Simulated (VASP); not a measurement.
# TaN (P6/mmm) in VASP: a series of runs

Runs on TaN. Level: PBEsol. Tasks: single point.

Everything below comes from runs of VASP 6.6.1. Logs are shortened: lines on timing, memory, paths and dates and some standing lists are left out, and cuts for length are marked.

## 1. The cell of the first run

Symmetry: P6/mmm, No. 191, hexagonal system. The conventional cell has a = 5.259 Å, b = 5.259 Å, c = 2.946 Å, α = 90.00°, β = 90.00°, γ = 120.00°. Within 3.5 Å of Ta (site symmetry 6/mmm) lie 6 N at 2.63 Å and 14 Ta at 2.95 to 3.37 Å. Ta (site symmetry -6m2) has 6 N at 2.12 Å within 2.8 Å. N (site symmetry mmm) has 6 Ta at 2.12 to 2.63 Å and 4 N at 2.63 Å within 2.8 Å.

## 2. Single point, PBEsol

INCAR reads:

```
SYSTEM = TaN
ALGO = Normal ; EDIFF = 1E-6
ENCUT = 520 ; GGA = PS
ISIF = 2 ; ISMEAR = -1
LASPH = .True. ; LCHARG = .False.
LREAL = .False. ; LWAVE = .False.
NBANDS = 33 ; NELM = 100
PREC = Accurate ; SIGMA = 0.1
```

KPOINTS reads:

```
k-points
0
Gamma
  5 5 8
  0 0 0
```

POSCAR reads:

```
TaN
1.0
    5.2593104652      0.0000000000      0.0000000000
   -2.6296552326      4.5546964682      0.0000000000
    0.0000000000      0.0000000000      2.9462675463
Ta N
3 3
Direct
    0.0000000000      0.0000000000      0.0000000000
    0.3333333333      0.6666666667      0.5000000000
    0.6666666667      0.3333333333      0.5000000000
    0.5000000000      0.0000000000      0.0000000000
    0.5000000000      0.5000000000      0.0000000000
    0.0000000000      0.5000000000      0.0000000000
```

Potentials or basis: VASP PAW PBE potentials, release 64 (Ta_pv, N).

On the command line:

```bash
$ cat potpaw_PBE.64/Ta_pv/POTCAR potpaw_PBE.64/N/POTCAR > POTCAR
$ mpirun -np 1 vasp_std > vasp.out
```

OUTCAR:

```text
SYSTEM = TaN
   EDIFF = 1E-6
   ENCUT = 520
   GGA = PS
   ISIF = 2
   ISMEAR = -1
   LASPH = .True.
   LREAL = .False.
   NELM = 100
   PREC = Accurate

 ion  position               nearest neighbor table
   1  0.000  0.000  0.000-   5 2.63   6 2.63   6 2.63   5 2.63   4 2.63   4 2.63   2 3.37   3 3.37
                             2 3.37   3 3.37   2 3.37   2 3.37   3 3.37   3 3.37   2 3.37   3 3.37
   2  0.333  0.667  0.500-   4 2.12   4 2.12   6 2.12   6 2.12   5 2.12   5 2.12   3 3.04   3 3.04
                             3 3.04   1 3.37   1 3.37   1 3.37   1 3.37   1 3.37   1 3.37
   3  0.667  0.333  0.500-   4 2.12   4 2.12   6 2.12   6 2.12   5 2.12   5 2.12   2 3.04   2 3.04
                             2 3.04   1 3.37   1 3.37   1 3.37   1 3.37   1 3.37   1 3.37
   4  0.500  0.000  0.000-   2 2.12   3 2.12   2 2.12   3 2.12   1 2.63   1 2.63
   5  0.500  0.500  0.000-   2 2.12   3 2.12   2 2.12   3 2.12   1 2.63   1 2.63
   6  0.000  0.500  0.000-   2 2.12   3 2.12   2 2.12   3 2.12   1 2.63   1 2.63

  LATTYP: Found a hexagonal cell.
 ALAT       =     5.2593104652
 C/A-ratio  =     0.5602003468

  Lattice vectors:

 A1 = (   5.2593104652,   0.0000000000,   0.0000000000)
 A2 = (  -2.6296552326,   4.5546964682,   0.0000000000)
 A3 = (   0.0000000000,   0.0000000000,   2.9462675463)

Analysis of symmetry for initial positions (statically):
=====================================================================
 Subroutine PRICEL returns:
 Original cell was already a primitive cell.

 Routine SETGRP: Setting up the symmetry group for a
 hexagonal supercell.

 Subroutine GETGRP returns: Found 24 space group operations
 (whereof 24 operations were pure point group operations)
 out of a pool of 24 trial point group operations.

The static configuration has the point symmetry D_6h.

Analysis of symmetry for dynamics (positions and initial velocities):
=====================================================================
 Subroutine PRICEL returns:
 Original cell was already a primitive cell.

 Routine SETGRP: Setting up the symmetry group for a
 hexagonal supercell.

 Subroutine GETGRP returns: Found 24 space group operations
 (whereof 24 operations were pure point group operations)
 out of a pool of 24 trial point group operations.

The dynamic configuration has the point symmetry D_6h.

 Subroutine INISYM returns: Found 24 space group operations
 (whereof 24 operations are pure point group operations),
 and found     1 'primitive' translations

----------------------------------------------------------------------------------------

                                     Primitive cell

  volume of cell :      70.5766

  direct lattice vectors                    reciprocal lattice vectors
     5.259310465  0.000000000  0.000000000     0.190138994  0.109776799  0.000000000
    -2.629655233  4.554696468  0.000000000     0.000000000  0.219553599  0.000000000
     0.000000000  0.000000000  2.946267546     0.000000000  0.000000000  0.339412489

  length of vectors
     5.259310465  5.259310464  2.946267546     0.219553599  0.219553599  0.339412489

  position of ions in fractional coordinates (direct lattice)
     0.000000000  0.000000000  0.000000000
     0.333333333  0.666666667  0.500000000
     0.666666667  0.333333333  0.500000000
     0.500000000  0.000000000  0.000000000
     0.500000000  0.500000000  0.000000000
     0.000000000  0.500000000  0.000000000

  ion indices of the primitive-cell ions
   primitive index   ion index
                 1           1
                 2           2
                 3           3
                 4           4
                 5           5
                 6           6

----------------------------------------------------------------------------------------

 KPOINTS: k-points

Automatic generation of k-mesh.
 Grid dimensions read from file:
 generate k-points for:    5    5    8

 Generating k-lattice:

  Cartesian coordinates                     Fractional coordinates (reciprocal lattice)
     0.038027799  0.021955360  0.000000000     0.200000000  0.000000000  0.000000000
     0.000000000  0.043910720  0.000000000     0.000000000  0.200000000  0.000000000
     0.000000000  0.000000000  0.042426561     0.000000000  0.000000000  0.125000000

  Length of vectors
     0.043910720  0.043910720  0.042426561

  Shift w.r.t. Gamma in fractional coordinates (k-lattice)
     0.000000000  0.000000000  0.000000000

 Subroutine IBZKPT returns following result:
 ===========================================

 Found     25 irreducible k-points:

 Following reciprocal coordinates:
            Coordinates               Weight
  0.000000  0.000000  0.000000      1.000000
  0.200000  0.000000  0.000000      6.000000
  0.400000  0.000000  0.000000      6.000000
  0.200000  0.200000  0.000000      6.000000
  0.400000  0.200000  0.000000      6.000000
  0.000000  0.000000  0.125000      2.000000
[... 16 lines left out ...]
  0.400000  0.000000  0.500000      6.000000
  0.200000  0.200000  0.500000      6.000000
   k-points           NKPTS =     25   k-points in BZ     NKDIM =     25   number of bands    NBANDS=     33
   number of dos      NEDOS =    301   number of ions     NIONS =      6
   total plane-waves  NPLWV =  38400
   dimension x,y,z NGX =    40 NGY =   40 NGZ =   24
   dimension x,y,z NGXF=    80 NGYF=   80 NGZF=   48
   ions per type =               3   3
   NGX,Y,Z   is equivalent  to a cutoff of  12.64, 12.64, 13.54 a.u.
   NGXF,Y,Z  is equivalent  to a cutoff of  25.29, 25.29, 27.08 a.u.
 SYSTEM =  TaN
   PREC   = accura    normal or accurate (medium, high low for compatibility)
   ISTART =      0    job   : 0-new  1-cont  2-samecut
   ICHARG =      2    charge: 1-file 2-atom 10-const
   ISPIN  =      1    spin polarized calculation?
   LNONCOLLINEAR =      F non collinear calculations
   LSORBIT =      F    spin-orbit coupling
   LASPH  =      T    aspherical Exc in radial PAW
   ENCUT  =  520.0 eV  38.22 Ry    6.18 a.u.   9.78  9.78  5.48*2*pi/ulx,y,z
   NELM   =    100;   NELMIN=  2; NELMDL= -5     # of ELM steps
   EDIFF  = 0.1E-05   stopping-criterion for ELM
   LREAL  =      F    real-space projection
   EDIFFG = 0.1E-04   stopping-criterion for IOM
   NSW    =      0    number of steps for IOM
   IBRION =     -1    ionic relax: 0-MD 1-quasi-New 2-CG
   NFREE  =      0    steps in history (QN), initial steepest desc. (CG)
   ISIF   =      2    stress and relaxation
   ISYM   =      2    0-nonsym 1-usesym 2-fastsym
   POTIM  = 0.5000    time-step for ionic-motion
   TEBEG  =    0.0;   TEEND  =   0.0 temperature during run
   PSTRESS=    0.0 pullay stress
   NELECT =      48.0000    total number of electrons
   NUPDOWN=      -1.0000    fix difference up-down
   EMIN   =  10.00;   EMAX   =-10.00  energy-range for DOS
   EFERMI =   0.00;   METHOD = LEGACY
   ISMEAR =    -1;   SIGMA  =   0.10  broadening in eV -4-tet -1-fermi 0-gaus
   EFERMI_NEDOS =   21; number of points for ismear=-14 and -15
   IALGO  =     38    algorithm
   IMIX   =      4    mixing-type and parameters
     AMIX     =   0.40;   BMIX     =  1.00
     AMIX_MAG =   1.60;   BMIX_MAG =  1.00
  volume/ion in A,a.u.               =      11.76        79.38
  Fermi-wavevector in a.u.,A,eV,Ry     =   1.439688  2.720616 28.200823  2.072702
  Thomas-Fermi vector in A             =   2.558516
   LORBIT       =      0    0 simple, 1 ext, 2 COOP (PROOUT), +10 PAW based schemes
   GGA     = PS    functional components
   LHFCALC =     F    Hartree Fock is set to
   AEXX    =    0.0000 exact exchange contribution
   IVDW    =     0    specifies the selected vdW correction
   LEPSILON=     F    determine dielectric tensor
   LRPA    =     F    only Hartree local field effects (RPA)
 non-spin polarized calculation
  energy-cutoff  :      520.00
  volume of cell :       70.58
 maximum number of plane-waves:      1921
 NGX is ok and might be reduce to    40
   NGX = 19   NGY = 19   NGZ = 11

 number of electron      48.0000003 magnetization

 Free energy of the ion-electron system (eV)
  ---------------------------------------------------
  ext. energy  EPLUGINS =         0.00000000
  ---------------------------------------------------
  free energy    TOTEN  =       -68.65803844 eV

  energy without entropy =      -68.62671755  energy(sigma->0) =      -68.64237800

 E-fermi :   7.6350     XC(G=0): -12.9861

 val. band max:        7.5737031914   @ k =   0.0000   0.0000   0.3750
 cond. band min:       7.6784051386   @ k =   0.2000   0.0000   0.2500
 fundamental gap:      0.1047019472
 Fermi energy:         7.6350442854

 k-point     1 :       0.0000    0.0000    0.0000
  band No.  band energies     occupation
      1     -28.5397      2.00000
      2     -28.5397      2.00000
      3     -28.1879      2.00000
      4     -28.1879      2.00000
      5     -27.9960      2.00000
      6     -27.8807      2.00000
[... 25 lines left out ...]
     32      10.7146      0.00000
     33      10.7146      0.00000

 k-point     2 :       0.2000    0.0000    0.0000
  band No.  band energies     occupation
      1     -28.5618      2.00000
      2     -28.5219      2.00000
      3     -28.1805      2.00000
      4     -28.1585      2.00000
      5     -27.9861      2.00000
      6     -27.8920      2.00000
[... 25 lines left out ...]
     32      10.8534      0.00000
     33      11.1140      0.00000
[... 754 lines left out ...]
     32      11.5363      0.00000
     33      12.7911      0.00000

 k-point    24 :       0.2000    0.2000    0.5000
  band No.  band energies     occupation
      1     -28.7754      2.00000
      2     -28.6634      2.00000
      3     -28.4297      2.00000
      4     -28.3265      2.00000
      5     -28.1229      2.00000
      6     -28.0131      2.00000
[... 25 lines left out ...]
     32      11.3404      0.00000
     33      12.7333      0.00000

 [... further k-points ...]

------------------------ aborting loop because EDIFF is reached ----------------------------------------

  FORCE on cell =-STRESS in cart. coord.  units (eV):
  Direction    XX          YY          ZZ          XY          YZ          ZX
  --------------------------------------------------------------------------------------
  -------------------------------------------------------------------------------------
  Total       -3.7616120     -3.7616120     -5.8476027      0.0000000     -0.0000000      0.0000000
  in kB      -85.3933694    -85.3933693   -132.7480062      0.0000000     -0.0000000      0.0000000
  external PRESSURE =    -101.1782483 kB  Pullay stress =       0.0000000 kB

 VOLUME and BASIS-vectors are now :
 -----------------------------------------------------------------------------
  energy-cutoff  :      520.00
  volume of cell :       70.58
      direct lattice vectors                 reciprocal lattice vectors
     5.259310465  0.000000000  0.000000000     0.190138994  0.109776799  0.000000000
    -2.629655233  4.554696468  0.000000000     0.000000000  0.219553599  0.000000000
     0.000000000  0.000000000  2.946267546     0.000000000  0.000000000  0.339412489

 POSITION                                       TOTAL-FORCE (eV/Angst)
 -----------------------------------------------------------------------------------
      0.00000      0.00000      0.00000        -0.000000      0.000000     -0.000000
     -0.00000      3.03646      1.47313         0.000000      0.000000      0.000000
      2.62966      1.51823      1.47313        -0.000000     -0.000000     -0.000000
      2.62966      0.00000      0.00000        -0.000000      0.000000     -0.000000
      1.31483      2.27735      0.00000         0.000000      0.000000     -0.000000
     -1.31483      2.27735      0.00000        -0.000000      0.000000     -0.000000
 -----------------------------------------------------------------------------------
    total drift:                               -0.000000      0.000000     -0.000000

  FREE ENERGIE OF THE ION-ELECTRON SYSTEM (eV)
  ---------------------------------------------------
  free  energy   TOTEN  =       -68.6580384379 eV

  energy  without entropy=      -68.6267175526  energy(sigma->0) =      -68.64237800
```

It took 55 s on 1 thread of AMD EPYC 7R13 (Zen 3), shared host; peak memory 0.18 GiB.

Results:

```yaml
Free_energy: -68.6580 eV
Pressure: -10.1 GPa
Band_gap_on_the_k_mesh: zero (bands 24 and 25 overlap by 2.02 eV)
```

Caveat: the cell stands under tension; the PAW data sets were made with another functional, which shifts forces and pressure a little; spin-orbit coupling is left out, which moves the levels of the heavy elements.

## 3. Single point, PBEsol

This run uses another cell than the first one, of 11.99 Å³/atom.

INCAR reads:

```
SYSTEM = TaN
ALGO = Normal ; EDIFF = 1E-6
ENCUT = 520 ; GGA = PS
ISIF = 2 ; ISMEAR = -1
LASPH = .TRUE. ; LCHARG = .FALSE.
LREAL = .FALSE. ; LWAVE = .FALSE.
NBANDS = 33 ; NELM = 80
PREC = Accurate ; SIGMA = 0.1
```

KPOINTS reads:

```
k-points
0
G
  5 5 8
  0 0 0
```

POSCAR: that of step 2 with these lines changed.

```diff
@@ -2,5 +2,5 @@
 1.0
-    5.2593104652      0.0000000000      0.0000000000
-   -2.6296552326      4.5546964682      0.0000000000
-    0.0000000000      0.0000000000      2.9462675463
+    5.2928101612      0.0000000000      0.0000000000
+   -2.6464050806      4.5837080559      0.0000000000
+    0.0000000000      0.0000000000      2.9650340876
 Ta N
```

Potentials or basis: VASP PAW PBE potentials, release 64 (Ta_pv, N).

On the command line:

```bash
$ cat potpaw_PBE.64/Ta_pv/POTCAR potpaw_PBE.64/N/POTCAR > POTCAR
$ mpirun -np 1 vasp_std > vasp.out
```

It took 59 s on 1 thread of AMD EPYC 7R13 (Zen 3), shared host; peak memory 0.18 GiB.

Results (log left out):

- Free energy: -68.5515 eV
- Pressure: -15.2 GPa
- Band gap on the k mesh: zero (bands 24 and 25 overlap by 1.96 eV)

Stress tensor (GPa, compression positive):
```
-13.00   0.00   0.00
  0.00 -13.00   0.00
  0.00   0.00 -19.60
```

Levels at points of the mesh, in eV from the Fermi level:
```csv
k point,band 20,band 21,band 22,band 23,band 24,band 25,band 26,band 27,band 28,band 29
"(0.00, 0.00, 0.00)",-2.90,-2.90,-2.32,-1.97,-1.17,-1.17,0.74,0.74,1.03,1.94
"(0.00, 0.00, 0.50)",-3.47,-2.94,-2.94,-1.78,0.79,0.79,1.35,1.50,2.31,2.31
```

Caveat: the cell stands under tension; the PAW data sets were made with another functional, which shifts forces and pressure a little; spin-orbit coupling is left out, which moves the levels of the heavy elements.
